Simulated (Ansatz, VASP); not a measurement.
# One calculation of Ta2N, two programs

```
CELL_PARAMETERS angstrom
5.29657 0.00000 0.00000
-2.64829 4.58697 0.00000
0.00000 0.00000 4.93918
ATOMIC_POSITIONS crystal
Ta 0.66636 0.66636 0.75362
Ta 0.00000 0.33364 0.75362
Ta 0.33364 0.00000 0.75362
Ta 0.33364 0.33364 0.24638
Ta 0.00000 0.66636 0.24638
Ta 0.66636 0.00000 0.24638
N 0.66667 0.33333 0.50000
N 0.33333 0.66667 0.50000
N 0.00000 0.00000 0.00000
```

Alike in both runs: task single point; functional PBEsol; k mesh 6 × 6 × 4; occupations gaussian, width 0.4 eV; no spin polarisation.

|  | VASP | Ansatz |
| --- | --- | --- |
| version | VASP 6.6.1 | Ansatz 0.2.0 |
| potentials or method | VASP PAW PBE potentials, release 64 (Ta_pv, N), cutoff 520 eV | scalar-relativistic, plane waves, PAW |
| valence electrons in the cell | 81 | 93 |

```tsv
	VASP	Ansatz	Ansatz less VASP
gap on the k mesh at the Fermi level (eV)	none	none	-
pressure (GPa)	-4.7	-5.2	-0.52
traceless stress, the component that is largest in VASP (GPa)	0.18	0.20	+0.022
rms of the force components (eV/Å)	0.060	0.068	+0.0077
```

VASP's potentials were made for PBE, not for PBEsol. Atom by atom the forces differ by 0.008 eV/Å (rms over components). A gap of «none» marks a metal or a gap that the smearing closes. VASP's potentials hold 81 valence electrons a cell and Ansatz's 93, so a difference there can come from the potentials and not from the codes.

Neither program's run includes spin-orbit coupling.
